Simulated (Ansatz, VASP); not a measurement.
**SrO in VASP and in Ansatz**

INCAR

```
ALGO = Normal
EDIFF = 1E-6
ENCUT = 600
GGA = CA
GGA_COMPAT = False
ISIF = 2
ISMEAR = 1
LASPH = True
LCHARG = False
LREAL = False
LWAVE = False
NBANDS = 15
NELM = 120
PREC = Accurate
SIGMA = 0.03
```

Contents of KPOINTS:

```
k-points
0
Gamma
  6 6 6
```

POSCAR

```
SrO
1.0
    0.0000000000      2.5837846888      2.5837846888
    2.5837846888      0.0000000000      2.5837846888
    2.5837846888      2.5837846888      0.0000000000
Sr O
1 1
Direct
    0.5000000000      0.5000000000      0.5000000000
    0.0000000000      0.0000000000      0.0000000000
```

Input for Ansatz:

```yaml
crystal:
  lattice:
    - [0.0, 2.5837846888, 2.5837846888]
    - [2.5837846888, 0.0, 2.5837846888]
    - [2.5837846888, 2.5837846888, 0.0]
  atoms:
    - { symbol: Sr, position: [0.5, 0.5, 0.5] }
    - { symbol: O, position: [0.0, 0.0, 0.0] }
basis:
  ecutwfc: 420
kpoints:
  mp_grid: { grid: [6, 6, 6] }
  band_path: { path: [[0, 0, 0], [0.5, 0, 0], [0.5, 0.5, 0.5]], npoints: 8 }
hamiltonian:
  xc: lda
scf:
  occupations: { method: cold, width: 0.03 }
  mixing: { beta: 0.15, ndim: 2 }
  initial_density: { chi_scale: 0, normalization: atom }
  convergence: { dr2_threshold: "1e-3 eV" }
  max_iter: 96
output:
  forces: true
  stress: true
  eigenvalues: true
```

Alike in both runs: task single point; functional LDA; k mesh 6 × 6 × 6; no spin polarisation.

|  | VASP | Ansatz |
| --- | --- | --- |
| version | VASP 6.6.1 | Ansatz 0.2.0 |
| potentials or method | VASP PAW LDA potentials, release 64 (Sr_sv, O), cutoff 600 eV | scalar-relativistic, plane waves, PAW |
| occupations | methfessel-paxton of order 1, width 0.03 eV | cold, width 0.03 eV |
| valence electrons in the cell | 16 | 16 |

```csv
,VASP,Ansatz,Ansatz less VASP
gap on the k mesh at the Fermi level (eV),3.11,3.18,+0.072
least direct gap on the mesh (eV),3.21,3.27,+0.064
pressure (GPa),-5.0,-5.5,-0.51
```

LDA's correlation is that of Perdew and Zunger in VASP and of Perdew and Wang (1992) in Ansatz. Ansatz's warnings: band edge not confirmed under output density, force scf threshold loose, stress scf threshold loose.
